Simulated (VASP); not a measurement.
# SnSe (Pnma) in VASP: single point with HSE06

Aim: the single point of SnSe with HSE06.

Everything below comes from runs of VASP 6.6.1. Logs are shortened: lines on timing, memory, paths and dates and some standing lists are left out, and cuts for length are marked.

## Step 1: The cell of the first run

The structure is orthorhombic, space group Pnma (No. 62). Conventional cell: a = 11.420 Å, b = 4.190 Å, c = 4.460 Å, α = 90.00°, β = 90.00°, γ = 90.00°. Sn (site symmetry m) has 6 Se at 2.69 to 3.51 Å and 2 Sn at 3.60 Å within 3.6 Å. Se (site symmetry m) has 6 Sn at 2.69 to 3.51 Å within 3.6 Å.

## Step 2: Single point, HSE06

File POSCAR:

```
SnSe
1.0
   11.4200000000      0.0000000000      0.0000000000
    0.0000000000      4.1900000000      0.0000000000
    0.0000000000      0.0000000000      4.4600000000
Sn Se
4 4
Direct
    0.1230000000      0.2500000000      0.0910000000
    0.3770000000      0.7500000000      0.5910000000
    0.6230000000      0.2500000000      0.4090000000
    0.8770000000      0.7500000000      0.9090000000
    0.3570000000      0.2500000000      0.0160000000
    0.1430000000      0.7500000000      0.5160000000
    0.8570000000      0.2500000000      0.4840000000
    0.6430000000      0.7500000000      0.9840000000
```

File INCAR.step1:

```
SYSTEM = SnSe
  PREC = Accurate
  ENCUT = 520
  EDIFF = 1E-5
  ISMEAR = 0
  SIGMA = 0.01
  LREAL = .False.
  LASPH = .True.
  NELM = 80
  ALGO = Normal
  ISIF = 2
  LWAVE = .True.
  LCHARG = .False.
  GGA = PE
  NBANDS = 50
  KPAR = 4
```

File INCAR.step2:

```
SYSTEM = SnSe
  PREC = Accurate
  ENCUT = 520
  EDIFF = 1E-7
  ISMEAR = 0
  SIGMA = 0.01
  LREAL = .False.
  LASPH = .True.
  NELM = 80
  ALGO = Normal
  ISIF = 2
  LWAVE = .False.
  LCHARG = .False.
  GGA = PE
  LHFCALC = .True.
  HFSCREEN = 0.2079
  PRECFOCK = Fast
  ISTART = 1
  NBANDS = 50
  KPAR = 4
```

File KPOINTS:

```
Automatic mesh
0
Gamma
  1 4 4
  0 0 0
```

Potentials or basis: VASP PAW PBE potentials, release 64 (Sn_d, Se).

Run with:

```bash
$ cat potpaw_PBE.64/Sn_d/POTCAR potpaw_PBE.64/Se/POTCAR > POTCAR
$ cp INCAR.step1 INCAR
$ mpirun -np 4 vasp_std > vasp.out
$ cp INCAR.step2 INCAR
$ mpirun -np 4 vasp_std > vasp.out
```

OUTCAR:

```text
SYSTEM = SnSe
   PREC = Accurate
   ENCUT = 520
   EDIFF = 1E-7
   ISMEAR = 0
   LREAL = .False.
   LASPH = .True.
   NELM = 80
   ISIF = 2
   GGA = PE
   LHFCALC = .True.
   HFSCREEN = 0.2079
   PRECFOCK = Fast
   ISTART = 1

 ion  position               nearest neighbor table
   1  0.123  0.250  0.091-   5 2.69   6 2.83   6 2.83   4 3.60   4 3.60
   2  0.377  0.750  0.591-   6 2.69   5 2.83   5 2.83   3 3.60   3 3.60
   3  0.623  0.250  0.409-   7 2.69   8 2.83   8 2.83   2 3.60   2 3.60
   4  0.877  0.750  0.909-   8 2.69   7 2.83   7 2.83   1 3.60   1 3.60
   5  0.357  0.250  0.016-   1 2.69   2 2.83   2 2.83
   6  0.143  0.750  0.516-   2 2.69   1 2.83   1 2.83
   7  0.857  0.250  0.484-   3 2.69   4 2.83   4 2.83
   8  0.643  0.750  0.984-   4 2.69   3 2.83   3 2.83

  LATTYP: Found a simple orthorhombic cell.
 ALAT       =     4.1900000000
 B/A-ratio  =     1.0644391408
 C/A-ratio  =     2.7255369928

  Lattice vectors:

 A1 = (   0.0000000000,   4.1900000000,   0.0000000000)
 A2 = (   0.0000000000,   0.0000000000,   4.4600000000)
 A3 = (  11.4200000000,   0.0000000000,   0.0000000000)

Analysis of symmetry for initial positions (statically):
=====================================================================
 Subroutine PRICEL returns:
 Original cell was already a primitive cell.

 Routine SETGRP: Setting up the symmetry group for a
 simple orthorhombic supercell.

 Subroutine GETGRP returns: Found  8 space group operations
 (whereof  2 operations were pure point group operations)
 out of a pool of  8 trial point group operations.

The static configuration has the point symmetry S_2 .
 The point group associated with its full space group is D_2h.

Analysis of symmetry for dynamics (positions and initial velocities):
=====================================================================
 Subroutine PRICEL returns:
 Original cell was already a primitive cell.

 Routine SETGRP: Setting up the symmetry group for a
 simple orthorhombic supercell.

 Subroutine GETGRP returns: Found  8 space group operations
 (whereof  2 operations were pure point group operations)
 out of a pool of  8 trial point group operations.

The dynamic configuration has the point symmetry S_2 .
 The point group associated with its full space group is D_2h.
[... 104 lines left out ...]
   TEBEG  =    0.0;   TEEND  =   0.0 temperature during run
   PSTRESS=    0.0 pullay stress
   NELECT =      80.0000    total number of electrons
   NUPDOWN=      -1.0000    fix difference up-down
   EMIN   =  10.00;   EMAX   =-10.00  energy-range for DOS
   EFERMI =   0.00;   METHOD = LEGACY
   ISMEAR =     0;   SIGMA  =   0.01  broadening in eV -4-tet -1-fermi 0-gaus
   EFERMI_NEDOS =   21; number of points for ismear=-14 and -15
   IALGO  =     38    algorithm
   IMIX   =      1    mixing-type and parameters
     AMIX     =   0.40;   BMIX     =  1.00
     AMIX_MAG =   1.60;   BMIX_MAG =  1.00
  volume/ion in A,a.u.               =      26.68       180.02
  Fermi-wavevector in a.u.,A,eV,Ry     =   1.180411  2.230653 18.957944  1.393370
  Thomas-Fermi vector in A             =   2.316704
   LORBIT       =      0    0 simple, 1 ext, 2 COOP (PROOUT), +10 PAW based schemes
   GGA     = PE    functional components
   LHFCALC =     T    Hartree Fock is set to
   PRECFOCK=fast      Normal, Fast or Accurate (Low or Medium for compatibility)
   ENCUT4O =  -1.0   cutoff for four orbital integrals eV
   NKREDX  =     1    reduce k-point grid by
   NKREDY  =     1    reduce k-point grid by
   NKREDZ  =     1    reduce k-point grid by
   AEXX    =    0.2500 exact exchange contribution
   HFSCREEN=    0.2079 screening length (either q_TF or 0.3 A-1)
   HFSCREENC=   0.2079 screening length for correlation (either q_TF or 0.3 A-1)
   ENCUTFOCK=  -1.0 apply spherical cutoff to Coloumb kernel
   IVDW    =     0    specifies the selected vdW correction
   LEPSILON=     F    determine dielectric tensor
   LRPA    =     F    only Hartree local field effects (RPA)
 non-spin polarized calculation
 Gauss-broadening in eV      SIGMA  =   0.01
  energy-cutoff  :      520.00
  volume of cell :      213.41
 maximum number of plane-waves:      5769
 NGX is ok and might be reduce to    90
  NGX = 50; NGY = 18; NGZ = 20

 number of electron      80.0000000 magnetization

 Free energy of the ion-electron system (eV)
  ---------------------------------------------------
  ext. energy  EPLUGINS =         0.00000000
  ---------------------------------------------------
  free energy    TOTEN  =       -38.87497944 eV

  energy without entropy =      -38.87497944  energy(sigma->0) =      -38.87497944

 E-fermi :   5.0587     XC(G=0):  -8.0688

 val. band max:        4.9378994491   @ k =   0.0000   0.0000   0.5000
 cond. band min:       6.4706650000   @ k =   0.0000   0.0000   0.0000
 fundamental gap:      1.5327655509
 Fermi energy:         5.0587021245

 k-point     1 :       0.0000    0.0000    0.0000
  band No.  band energies     occupation
      1     -18.3650      2.00000
      2     -18.3516      2.00000
      3     -18.3506      2.00000
      4     -18.3482      2.00000
      5     -18.3453      2.00000
      6     -18.3449      2.00000
[... 466 lines left out ...]
     49      11.5431      0.00000
     50      11.5431      0.00000

------------------------ aborting loop because EDIFF is reached ----------------------------------------

  FORCE on cell =-STRESS in cart. coord.  units (eV):
  Direction    XX          YY          ZZ          XY          YZ          ZX
  --------------------------------------------------------------------------------------
  -------------------------------------------------------------------------------------
  Total        4.8642459      0.3024010     -0.4168412      0.0000000      0.0000000      0.0000000
  in kB       36.5183476      2.2702770     -3.1294370      0.0000000      0.0000000      0.0000000
  external PRESSURE =      11.8863959 kB  Pullay stress =       0.0000000 kB

 VOLUME and BASIS-vectors are now :
 -----------------------------------------------------------------------------
  energy-cutoff  :      520.00
  volume of cell :      213.41
      direct lattice vectors                 reciprocal lattice vectors
    11.420000000  0.000000000  0.000000000     0.087565674  0.000000000  0.000000000
     0.000000000  4.190000000  0.000000000     0.000000000  0.238663484  0.000000000
     0.000000000  0.000000000  4.460000000     0.000000000  0.000000000  0.224215247

 POSITION                                       TOTAL-FORCE (eV/Angst)
 -----------------------------------------------------------------------------------
      1.40466      1.04750      0.40586         0.025154      0.000000      0.141351
      4.30534      3.14250      2.63586        -0.025154      0.000000      0.141351
      7.11466      1.04750      1.82414         0.025154     -0.000000     -0.141351
     10.01534      3.14250      4.05414        -0.025154     -0.000000     -0.141351
      4.07694      1.04750      0.07136        -0.017847      0.000000     -0.273174
      1.63306      3.14250      2.30136         0.017847      0.000000     -0.273174
      9.78694      1.04750      2.15864        -0.017847      0.000000      0.273174
      7.34306      3.14250      4.38864         0.017847      0.000000      0.273174
 -----------------------------------------------------------------------------------
    total drift:                               -0.000000      0.000000      0.000000

  FREE ENERGIE OF THE ION-ELECTRON SYSTEM (eV)
  ---------------------------------------------------
  free  energy   TOTEN  =       -38.8749794369 eV

  energy  without entropy=      -38.8749794369  energy(sigma->0) =      -38.87497944
```

It took 26 min on 4 MPI ranks of Intel Xeon Platinum 8175M at 2.50GHz (Skylake/Cascade Lake), shared host; peak memory 0.51 GiB.

Results:

| Property | Result |
| --- | --- |
| Free energy | -38.8750 eV |
| Pressure | 1.2 GPa |
| Largest force | 0.274 eV/Å |
| Band gap on the k mesh | 1.53 eV (least direct gap 1.72 eV) |

Forces on the atoms (eV/Å):
```
Sn   0.025  0.000  0.141
Sn  -0.025  0.000  0.141
Sn   0.025  0.000 -0.141
Sn  -0.025  0.000 -0.141
Se  -0.018  0.000 -0.273
Se   0.018  0.000 -0.273
Se  -0.018  0.000  0.273
Se   0.018  0.000  0.273
```

Stress tensor (GPa, compression positive):
```
 3.65  0.00  0.00
 0.00  0.23  0.00
 0.00  0.00 -0.31
```

Levels at points of the mesh, in eV from the valence-band top:
| k point | band 37 | band 38 | band 39 | band 40 | band 41 | band 42 | band 43 | band 44 |
| --- | --- | --- | --- | --- | --- | --- | --- | --- |
| (0.00, 0.00, 0.00) | -1.56 | -1.13 | -0.69 | -0.43 | 1.53 | 3.82 | 3.82 | 3.83 |
| (0.00, 0.50, 0.00) | -0.86 | -0.86 | -0.58 | -0.58 | 1.58 | 1.58 | 2.14 | 2.14 |
| (0.00, 0.00, 0.50) | -0.52 | -0.52 | 0.00 | 0.00 | 1.94 | 1.94 | 2.30 | 2.30 |
| (0.00, 0.50, 0.50) | -2.30 | -2.30 | -1.52 | -1.52 | 3.73 | 3.73 | 3.97 | 3.97 |

Caveat: the k points lie up to 0.55 Å⁻¹ apart; the PAW data sets were made with another functional, which shifts forces and pressure a little; spin-orbit coupling is left out, which moves the levels of the heavy elements.
